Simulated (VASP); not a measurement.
# Mo3P2 (R-3c) in VASP: single point with PBE

Aim: the single point of Mo3P2 with PBE.

Everything below comes from runs of VASP 6.6.1. Logs are shortened: lines on timing, memory, paths and dates and some standing lists are left out, and cuts for length are marked.

## Step 1: The cell of the first run

Symmetry: R-3c, No. 167, trigonal system. The conventional cell has a = 6.436 Å, b = 6.436 Å, c = 12.814 Å, α = 90.00°, β = 90.00°, γ = 120.00°. Mo (site symmetry 2) has 4 P at 2.40 to 2.49 Å and 8 Mo at 2.84 to 3.19 Å within 3.2 Å. P (site symmetry 3) has 6 Mo at 2.40 to 2.49 Å and 1 P at 2.83 Å within 3.2 Å.

## Step 2: Single point, PBE

INCAR

```
SYSTEM = Mo3P2
PREC     = Accurate       ! precision mode
ENCUT    = 520            ! plane-wave cutoff, eV
EDIFF    = 1E-6           ! SCF threshold, eV
ISMEAR   = 0              ! smearing method
SIGMA    = 0.1            ! smearing width, eV
LREAL    = .FALSE.        ! projectors in reciprocal space
LASPH    = .TRUE.         ! aspherical terms in the spheres
NELM     = 80             ! most SCF steps
ALGO     = Normal         ! electronic algorithm
ISIF     = 2              ! what is computed and relaxed
LWAVE    = .FALSE.        ! write WAVECAR
LCHARG   = .FALSE.        ! write CHGCAR
GGA      = PE             ! functional
NBANDS   = 63             ! bands
```

KPOINTS

```
regular mesh
0
G
  9 9 9
  0 0 0
```

POSCAR

```
Mo3P2
1.0
    3.2180313282      1.8579312536      4.2714739984
   -3.2180313282      1.8579312536      4.2714739984
    0.0000000000     -3.7158625072      4.2714739984
Mo P
6 4
Direct
    0.0199944867      0.4800055133      0.7500000000
    0.7500000000      0.0199944867      0.4800055133
    0.4800055133      0.7500000000      0.0199944867
    0.9800055133      0.5199944867      0.2500000000
    0.2500000000      0.9800055133      0.5199944867
    0.5199944867      0.2500000000      0.9800055133
    0.8896656206      0.8896656206      0.8896656206
    0.6103343794      0.6103343794      0.6103343794
    0.1103343794      0.1103343794      0.1103343794
    0.3896656206      0.3896656206      0.3896656206
```

Potentials or basis: VASP PAW PBE potentials, release 64 (Mo_sv, P).

Run with:

```console
$ cat potpaw_PBE.64/Mo_sv/POTCAR potpaw_PBE.64/P/POTCAR > POTCAR
$ mpirun -np 1 vasp_std > vasp.out
```

OUTCAR:

```text
SYSTEM = Mo3P2
   PREC = Accurate
   ENCUT = 520
   EDIFF = 1E-6
   ISMEAR = 0
   LREAL = .FALSE.
   LASPH = .TRUE.
   NELM = 80
   ISIF = 2
   GGA = PE

 ion  position               nearest neighbor table
   1  0.020  0.480  0.750-   9 2.40  10 2.40   7 2.49   8 2.49   4 2.84   4 2.84   2 3.01   3 3.01
                             5 3.19   6 3.19   5 3.19   6 3.19
   2  0.750  0.020  0.480-  10 2.40   9 2.40   7 2.49   8 2.49   5 2.84   5 2.84   1 3.01   3 3.01
                             4 3.19   6 3.19   6 3.19   4 3.19
   3  0.480  0.750  0.020-   9 2.40  10 2.40   7 2.49   8 2.49   6 2.84   6 2.84   1 3.01   2 3.01
                             4 3.19   5 3.19   5 3.19   4 3.19
   4  0.980  0.520  0.250-   7 2.40   8 2.40   9 2.49  10 2.49   1 2.84   1 2.84   6 3.01   5 3.01
                             2 3.19   3 3.19   3 3.19   2 3.19
   5  0.250  0.980  0.520-   8 2.40   7 2.40   9 2.49  10 2.49   2 2.84   2 2.84   4 3.01   6 3.01
                             1 3.19   3 3.19   3 3.19   1 3.19
   6  0.520  0.250  0.980-   7 2.40   8 2.40   9 2.49  10 2.49   3 2.84   3 2.84   4 3.01   5 3.01
                             1 3.19   2 3.19   2 3.19   1 3.19
   7  0.890  0.890  0.890-   6 2.40   4 2.40   5 2.40   1 2.49   3 2.49   2 2.49   9 2.83
   8  0.610  0.610  0.610-   5 2.40   4 2.40   6 2.40   1 2.49   3 2.49   2 2.49  10 2.83
   9  0.110  0.110  0.110-   3 2.40   1 2.40   2 2.40   4 2.49   5 2.49   6 2.49   7 2.83
  10  0.390  0.390  0.390-   2 2.40   1 2.40   3 2.40   4 2.49   5 2.49   6 2.49   8 2.83

  LATTYP: Found a trigonal (rhomboedric) cell.
 ALAT       =     5.6615478706
 COS(alpha) =     0.3538398607

  Lattice vectors:

 A1 = (   3.2180313282,   1.8579312536,   4.2714739984)
 A2 = (  -3.2180313282,   1.8579312536,   4.2714739984)
 A3 = (   0.0000000000,  -3.7158625072,   4.2714739984)

Analysis of symmetry for initial positions (statically):
=====================================================================
 Subroutine PRICEL returns:
 Original cell was already a primitive cell.

 Routine SETGRP: Setting up the symmetry group for a
 trigonal (rhombohedral) supercell.

 Subroutine GETGRP returns: Found 12 space group operations
 (whereof  6 operations were pure point group operations)
 out of a pool of 12 trial point group operations.

The static configuration has the point symmetry S_6 .
 The point group associated with its full space group is D_3d.

Analysis of symmetry for dynamics (positions and initial velocities):
=====================================================================
 Subroutine PRICEL returns:
 Original cell was already a primitive cell.

[... 137 lines left out ...]
   EMIN   =  10.00;   EMAX   =-10.00  energy-range for DOS
   EFERMI =   0.00;   METHOD = LEGACY
   ISMEAR =     0;   SIGMA  =   0.10  broadening in eV -4-tet -1-fermi 0-gaus
   EFERMI_NEDOS =   21; number of points for ismear=-14 and -15
   IALGO  =     38    algorithm
   IMIX   =      4    mixing-type and parameters
     AMIX     =   0.40;   BMIX     =  1.00
     AMIX_MAG =   1.60;   BMIX_MAG =  1.00
  volume/ion in A,a.u.               =      15.32       103.41
  Fermi-wavevector in a.u.,A,eV,Ry     =   1.438698  2.718745 28.162045  2.069852
  Thomas-Fermi vector in A             =   2.557636
   LORBIT       =      0    0 simple, 1 ext, 2 COOP (PROOUT), +10 PAW based schemes
   GGA     = PE    functional components
   LHFCALC =     F    Hartree Fock is set to
   AEXX    =    0.0000 exact exchange contribution
   IVDW    =     0    specifies the selected vdW correction
   LEPSILON=     F    determine dielectric tensor
   LRPA    =     F    only Hartree local field effects (RPA)
 non-spin polarized calculation
 Gauss-broadening in eV      SIGMA  =   0.10
  energy-cutoff  :      520.00
  volume of cell :      153.23
 maximum number of plane-waves:      4154
 NGX is ok and might be reduce to    42
   NGX = 21   NGY = 21   NGZ = 21

 number of electron     104.0000002 magnetization

 Free energy of the ion-electron system (eV)
  ---------------------------------------------------
  ext. energy  EPLUGINS =         0.00000000
  ---------------------------------------------------
  free energy    TOTEN  =       -88.68702789 eV

  energy without entropy =      -88.63755632  energy(sigma->0) =      -88.66229210

 E-fermi :  11.0479     XC(G=0): -12.4747

 val. band max:       11.0470867792   @ k =  -0.1111   0.1111   0.0000
 cond. band min:      11.0486794656   @ k =   0.3333   0.3333   0.3333
 fundamental gap:      0.0015926864
 Fermi energy:        11.0479076253

 k-point     1 :       0.0000    0.0000    0.0000
  band No.  band energies     occupation
      1     -49.8166      2.00000
      2     -49.7618      2.00000
      3     -49.7618      2.00000
      4     -49.7085      2.00000
      5     -49.7055      2.00000
      6     -49.7055      2.00000
[... 1573 lines left out ...]
     62      13.7558      0.00000
     63      14.1949      0.00000

 [... further k-points ...]

------------------------ aborting loop because EDIFF is reached ----------------------------------------

  FORCE on cell =-STRESS in cart. coord.  units (eV):
  Direction    XX          YY          ZZ          XY          YZ          ZX
  --------------------------------------------------------------------------------------
  -------------------------------------------------------------------------------------
  Total        0.1100774      0.1100774      0.1841280      0.0000000      0.0000000      0.0000000
  in kB        1.1509591      1.1509591      1.9252252      0.0000000      0.0000000      0.0000000
  external PRESSURE =       1.4090478 kB  Pullay stress =       0.0000000 kB

 VOLUME and BASIS-vectors are now :
 -----------------------------------------------------------------------------
  energy-cutoff  :      520.00
  volume of cell :      153.23
      direct lattice vectors                 reciprocal lattice vectors
     3.218031328  1.857931254  4.271473998     0.155374497  0.089705508  0.078037074
    -3.218031328  1.857931254  4.271473998    -0.155374497  0.089705508  0.078037074
     0.000000000 -3.715862507  4.271473998     0.000000000 -0.179411016  0.078037074

 POSITION                                       TOTAL-FORCE (eV/Angst)
 -----------------------------------------------------------------------------------
     -1.48033     -1.85793      5.33934         0.003198      0.000000      0.000000
      2.34918     -0.35304      5.33934        -0.001599      0.002770      0.000000
     -0.86885      2.21097      5.33934        -0.001599     -0.002770      0.000000
      1.48033      1.85793      7.47508        -0.003198      0.000000      0.000000
     -2.34918      0.35304      7.47508         0.001599     -0.002770      0.000000
      0.86885     -2.21097      7.47508         0.001599      0.002770      0.000000
      0.00000      0.00000     11.40055         0.000000      0.000000      0.003720
      0.00000      0.00000      7.82108         0.000000      0.000000     -0.003720
      0.00000      0.00000      1.41387         0.000000      0.000000     -0.003720
      0.00000      0.00000      4.99334         0.000000      0.000000      0.003720
 -----------------------------------------------------------------------------------
    total drift:                                0.000000      0.000000     -0.000000

  FREE ENERGIE OF THE ION-ELECTRON SYSTEM (eV)
  ---------------------------------------------------
  free  energy   TOTEN  =       -88.6870278881 eV

  energy  without entropy=      -88.6375563199  energy(sigma->0) =      -88.66229210
```

OSZICAR:

```text
N       E                     dE             d eps       ncg     rms          rms(c)
DAV:   1     0.115995441356E+04    0.11600E+04   -0.62105E+04 11134   0.166E+03
DAV:   2    -0.359482995176E+02   -0.11959E+04   -0.11691E+04 11816   0.494E+02
DAV:   3    -0.930239000637E+02   -0.57076E+02   -0.55198E+02 14165   0.952E+01
DAV:   4    -0.945104470175E+02   -0.14865E+01   -0.14643E+01 12972   0.127E+01
DAV:   5    -0.945401981365E+02   -0.29751E-01   -0.29656E-01 12898   0.182E+00    0.435E+01
DAV:   6    -0.889488666728E+02    0.55913E+01   -0.32887E+01 12072   0.211E+01    0.109E+01
DAV:   7    -0.887340881517E+02    0.21478E+00   -0.13689E+00 12581   0.409E+00    0.633E+00
DAV:   8    -0.886899354239E+02    0.44153E-01   -0.24748E-01 12364   0.171E+00    0.713E-01
DAV:   9    -0.886871852700E+02    0.27502E-02   -0.24255E-02 13170   0.497E-01    0.549E-01
DAV:  10    -0.886871298516E+02    0.55418E-04   -0.27121E-03 12244   0.271E-01    0.272E-01
DAV:  11    -0.886870204091E+02    0.10944E-03   -0.31102E-04 12677   0.551E-02    0.767E-02
DAV:  12    -0.886870305584E+02   -0.10149E-04   -0.64570E-05 12635   0.295E-02    0.320E-02
DAV:  13    -0.886870284979E+02    0.20605E-05   -0.56997E-06  9868   0.109E-02    0.141E-02
DAV:  14    -0.886870278881E+02    0.60983E-06   -0.41185E-07  7112   0.263E-03
   1 F= -.88687028E+02 E0= -.88662292E+02  d E =-.494716E-01
```

Wall time 7.6 min (1 thread of Intel Xeon 6975P-C (Granite Rapids), shared host); peak memory 0.64 GiB.

Results:

```
Free energy            : -88.6870 eV
Pressure               : 0.1 GPa
Largest force          : 0.004 eV/Å
Band gap on the k mesh : zero (bands 52 and 53 overlap by 0.45 eV)
```

Forces in eV/Å, atoms in the order of the input:
```
Mo   0.003  0.000  0.000
Mo  -0.002  0.003  0.000
Mo  -0.002 -0.003  0.000
Mo  -0.003  0.000  0.000
Mo   0.002 -0.003  0.000
Mo   0.002  0.003  0.000
P    0.000  0.000  0.004
P    0.000  0.000 -0.004
P    0.000  0.000 -0.004
P    0.000  0.000  0.004
```

Stress tensor (GPa, compression positive):
```
0.12 0.00 0.00
0.00 0.12 0.00
0.00 0.00 0.19
```
